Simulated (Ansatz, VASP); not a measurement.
# O: VASP beside Ansatz

```
O
1.0
     7.50666    0.00000    0.00000
     0.00000    7.50666    0.00000
     0.00000    0.00000    7.50666
O
20
Cartesian
  7.6776 4.1412 7.1478
  6.5615 3.6770 7.0052
  6.8613 4.7658 4.0956
  7.0631 3.6779 3.5871
  1.0381 1.5403 5.6702
  1.3798 0.4114 5.3730
  2.8412 5.8150 3.6759
  2.2544 5.4254 2.6819
  3.3812 1.7768 1.0093
  4.3819 2.4447 1.1984
  5.3076 6.8220 1.8281
  6.1968 6.0922 1.4271
  4.0344 2.6792 5.3688
  3.7321 2.7447 4.1911
  3.0351 6.2133 7.2467
  3.0598 5.0137 7.0374
  8.1086 0.9990 2.4459
  7.8565 1.3178 1.2991
  5.8021 7.3905 6.0674
  5.4156 7.4310 4.9135
```

Alike in both runs: functional PBE; k mesh 1 × 1 × 1; occupations fermi-dirac, width 0.05 eV; collinear spin.

Ansatz relaxed the structure, and its values are those at the end. VASP's run is a single point on that final structure, the one shown.

|  | VASP | Ansatz |
| --- | --- | --- |
| version | VASP 6.6.1 | Ansatz 0.2.0 |
| potentials or method | VASP PAW PBE potentials, release 64 (O), cutoff 520 eV | scalar-relativistic, plane waves, PAW |
| valence electrons in the cell | 120 | 120 |

VASP gave:

| Item | Value |
| --- | --- |
| rms of the force components (eV/Å) | 0.668 |
| net moment per atom (μB) | 1.00 |
| size of the moment on the site where the two differ most (μB) | 0.81 |

**Question.** What did Ansatz give for the same quantities?

**Answer.** rms of the force components (eV/Å): 0.022; net moment per atom (μB): 1.00; size of the moment on the site where the two differ most (μB): 0.56.

Site moments also hang on the region over which each program counts them. One of these differences is far larger than is usual between the two programs; its cause wasn't traced.

Noted on VASP's run: the standard files for N, O and F lose accuracy on very short bonds.
